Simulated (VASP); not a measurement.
Set up this calculation in VASP 6.6.1, as the native input.

| Item | Value |
| --- | --- |
| Task | single point |
| Functional | PBE |
| Potentials or basis | VASP PAW PBE potentials, release 64 (In_d, Sb) |
| Cutoff | 520 eV |
| k mesh | 14 × 14 × 14 |
| Occupations | gaussian, width 0.15 eV |
| Spin | no spin polarisation |
| Dipole correction | no |
| Further INCAR settings | ALGO = Normal; EDIFF = 1e-07; NBANDS = 16 |

The structure of InSb lies in POSCAR:

```
InSb
1.0
    0.0000000000      2.8941803606      3.4718587606
    2.8941803606      0.0000000000      3.4718587606
    2.8941803606      2.8941803606      0.0000000000
In Sb
1 1
Direct
    0.0000000000      0.0000000000      0.0000000000
    0.5000000000      0.5000000000      0.5000000000
```

The input as run:

INCAR

```
SYSTEM = InSb
  PREC = Accurate
  ENCUT = 520
  EDIFF = 1E-7
  ISMEAR = 0
  SIGMA = 0.15
  LREAL = .False.
  LASPH = .True.
  NELM = 100
  ALGO = Normal
  ISIF = 2
  LWAVE = .False.
  LCHARG = .False.
  GGA = PE
  NBANDS = 16
```

KPOINTS

```
regular mesh
0
Gamma
  14 14 14
  0 0 0
```

Potentials or basis: VASP PAW PBE potentials, release 64 (In_d, Sb).

The run is started by

```console
$ cat potpaw_PBE.64/In_d/POTCAR potpaw_PBE.64/Sb/POTCAR > POTCAR
$ mpirun -np 1 vasp_std > vasp.out
```

Results of the run:

The pressure is 3.1 GPa. The band gap on the k mesh is zero (bands 9 and 10 overlap by 2.58 eV).

Caveat: the cell stands under pressure; spin-orbit coupling is left out, which moves the levels of the heavy elements.

Run time: 2.4 min on 1 thread of AMD EPYC 9R45 96-Core Processor (Zen 5) (shared host), peak memory 0.34 GiB.
